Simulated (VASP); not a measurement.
Set up this calculation in VASP 6.6.1, as the native input.

```yaml
Task: single point
Functional: PBEsol
Potentials_or_basis: VASP PAW PBE potentials, release 64 (Al, Cu, F)
Cutoff: 600 eV
k_mesh: 5 × 5 × 5
Occupations: fermi-dirac, width 0.05 eV
Spin: no spin polarisation
Dipole_correction: no
Further_INCAR_settings: ALGO = Normal; EDIFF = 1e-06; NBANDS = 38
```

The structure of AlCuF6 lies in POSCAR:

```
AlCuF6
1.0
    0.0000000000      3.6973043643      3.6973043643
    3.6973043643      0.0000000000      3.6973043643
    3.6973043643      3.6973043643      0.0000000000
Al Cu F
1 1 6
Direct
    0.0000000000      0.0000000000      0.0000000000
    0.5000000000      0.5000000000      0.5000000000
    0.7554025126      0.2445974874      0.2445974874
    0.2445974874      0.2445974874      0.7554025126
    0.7554025126      0.7554025126      0.2445974874
    0.2445974874      0.7554025126      0.2445974874
    0.7554025126      0.2445974874      0.7554025126
    0.2445974874      0.7554025126      0.7554025126
```

These files were run (other wordings do the same):

INCAR

```
SYSTEM = AlCuF6
  PREC = Accurate
  ENCUT = 600
  EDIFF = 1E-6
  ISMEAR = -1
  SIGMA = 0.05
  LREAL = .FALSE.
  LASPH = .TRUE.
  NELM = 120
  ALGO = Normal
  ISIF = 2
  LWAVE = .FALSE.
  LCHARG = .TRUE.
  GGA = PS
  LELF = .TRUE.
  LVHAR = .TRUE.
  NBANDS = 38
  GGA_COMPAT = .FALSE.
```

KPOINTS

```
Automatic mesh
0
G
  5 5 5
  0 0 0
```

Potentials or basis: VASP PAW PBE potentials, release 64 (Al, Cu, F).

Launch:

```sh
$ cat potpaw_PBE.64/Al/POTCAR potpaw_PBE.64/Cu/POTCAR potpaw_PBE.64/F/POTCAR > POTCAR
$ mpirun -np 1 vasp_std > vasp.out
```

It gave:

```json
{
 "Pressure": "0.0 GPa",
 "Largest force": "0.040 eV/Å",
 "Band gap on the k mesh": "zero (bands 28 and 29 overlap by 0.15 eV)"
}
```

Caveat: the PAW data sets were made with another functional, which shifts forces and pressure a little.

It took 110 s on 1 thread of Intel Xeon 8259CL (shared host), peak memory 0.27 GiB.
